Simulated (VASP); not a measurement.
Here is a VASP 6.6.1 calculation.

File INCAR:

```
ALGO = Normal
EDIFF = 1E-6
ENCUT = 520
GGA = PE
ISIF = 2
ISMEAR = 0
LASPH = T
LCHARG = F
LREAL = F
LWAVE = F
NBANDS = 28
NELM = 100
PREC = Accurate
SIGMA = 0.1
```

The input KPOINTS:

```
k-points
0
Gamma
  6 6 4
```

POSCAR

```
MgZnO4
1.0
    3.4351185300      0.0000000000      0.0000000000
    0.0000000000      3.4351185300      0.0000000000
    0.0000000000      0.0000000000      4.9301617500
Mg Zn O
1 1 4
Direct
    0.0000000000      0.0000000000      0.0000000000
    0.5000000000      0.5000000000      0.5000000000
    0.5000000000      0.0000000000      0.7338745000
    0.0000000000      0.5000000000      0.2661255000
    0.5000000000      0.0000000000      0.2661255000
    0.0000000000      0.5000000000      0.7338745000
```

Potentials or basis: VASP PAW PBE potentials, release 64 (Mg, Zn, O).

Launch:

```console
$ cat potpaw_PBE.64/Mg/POTCAR potpaw_PBE.64/Zn/POTCAR potpaw_PBE.64/O/POTCAR > POTCAR
$ mpirun -np 1 vasp_std > vasp.out
```

Q: Predict the largest force.

A: 1.018 eV/Å.

Q: Predict the pressure.

A: 7.3 GPa.

Q: What does it give for the band gap on the k mesh?

A: Zero (band 19 reaches 2.54 eV, above the bottom of band 20 at 0.84 eV).

Forces in eV/Å, atoms in the order of the input:
```
Mg   0.000  0.000  0.000
Zn   0.000  0.000  0.000
O    0.000  0.000  1.018
O    0.000  0.000 -1.018
O    0.000  0.000 -1.018
O    0.000  0.000  1.018
```

Caveat: forces of over 1 eV/Å act on the atoms, so gaps and moduli don't describe the material at rest.
